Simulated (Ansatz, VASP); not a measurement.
**One calculation of Pd, two programs**

```
CELL_PARAMETERS angstrom
0.00000 2.69732 2.69732
2.69732 0.00000 2.69732
2.69732 2.69732 0.00000
ATOMIC_POSITIONS crystal
Pd 0.87500 0.87500 0.87500
Pd 0.12500 0.12500 0.12500
```

Change from the starting cell: volume scaled by 0.8, PAW files.

Alike in both runs: task single point; functional PBE; k mesh 12 × 12 × 12; occupations fermi-dirac, width 0.08 eV; no spin polarisation.

|  | VASP | Ansatz |
| --- | --- | --- |
| version | VASP 6.6.1 | Ansatz 0.2.0 |
| potentials or method | VASP PAW PBE potentials, release 64 (Pd) | PAW with Ansatz's default frozen-core files, scalar-relativistic |
| plane-wave cutoff (eV) | 520 | 420 |
| valence electrons in the cell | 20 | 36 |

```tsv
	VASP	Ansatz	Ansatz less VASP
pressure (GPa)	25.6	26.8	+1.22
```

VASP's potentials hold 20 valence electrons a cell and Ansatz's 36, so a difference there can come from the potentials and not from the codes.
